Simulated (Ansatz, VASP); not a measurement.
## BiTe: VASP beside Ansatz

```
Bi Te
1.0
     0.00000    3.24575    3.24575
     3.24575    0.00000    3.24575
     3.24575    3.24575    0.00000
Bi Te
1 1
Direct
  0.50000 0.50000 0.50000
  0.00000 0.00000 0.00000
```

Alike in both runs: task single point; functional PBE; k mesh 10 × 10 × 10; occupations gaussian, width 0.05 eV; no spin polarisation.

```csv
,VASP,Ansatz
version,VASP 6.6.1,Ansatz 0.2.0
potentials or method,"VASP PAW PBE potentials, release 64 (Bi_d, Te), cutoff 500 eV","scalar-relativistic, plane waves, PAW"
valence electrons in the cell,21,31
```

|  | VASP | Ansatz | Ansatz less VASP |
| --- | --- | --- | --- |
| gap on the k mesh at the Fermi level (eV) | none | none | - |
| pressure (GPa) | 0.3 | 0.3 | +0.05 |

A gap of «none» marks a metal or a gap that the smearing closes. VASP's potentials hold 21 valence electrons a cell and Ansatz's 31, so a difference there can come from the potentials and not from the codes.

Spin-orbit coupling is off throughout.
